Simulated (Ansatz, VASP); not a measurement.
One calculation of WS2, two programs

```
W S
1.0
     3.18000    0.00000    0.00000
    -1.59000    2.75396    0.00000
     0.00000    0.00000   12.50000
W S
2 4
Cartesian
  1.5900 0.9180 9.3750
  0.0000 1.8360 3.1250
  1.5900 0.9180 4.6875
  0.0000 1.8360 10.9375
  1.5900 0.9180 1.5625
  0.0000 1.8360 7.8125
```

Alike in both runs: task relaxation of cell and atoms; functional LDA; k mesh 10 × 10 × 3; occupations fermi-dirac, width 0.05 eV; no spin polarisation.

|  | VASP | Ansatz |
| --- | --- | --- |
| version | VASP 6.6.1 | Ansatz 0.2.0 |
| potentials or method | VASP PAW LDA potentials, release 64 (W_sv, S) | Ansatz PAW |
| plane-wave cutoff (eV) | 600 | 420 |
| valence electrons in the cell | 52 | 52 |

Ansatz gave:

```
gap on the k mesh at the Fermi level, each at its own relaxed structure (eV)  : 0.90
relaxed volume (Å³/atom)                                                      : 17.16
relaxed length of the cell vector where the two differ most in proportion (Å) : 3.127
```

Problem. Estimate VASP's values.

Solution. gap on the k mesh at the Fermi level, each at its own relaxed structure (eV): 0.91; relaxed volume (Å³/atom): 17.19; relaxed length of the cell vector where the two differ most in proportion (Å): 3.130.

LDA's correlation is that of Perdew and Zunger in VASP and of Perdew and Wang (1992) in Ansatz.

Neither program's run includes spin-orbit coupling. Noted on Ansatz's run: odd divisions of the mesh miss points on the zone boundary, where band edges often lie, so the gap on the mesh can be too wide; the plane-wave basis is chosen anew once the cell has moved, so the energies of steps on either side of that aren't comparable.
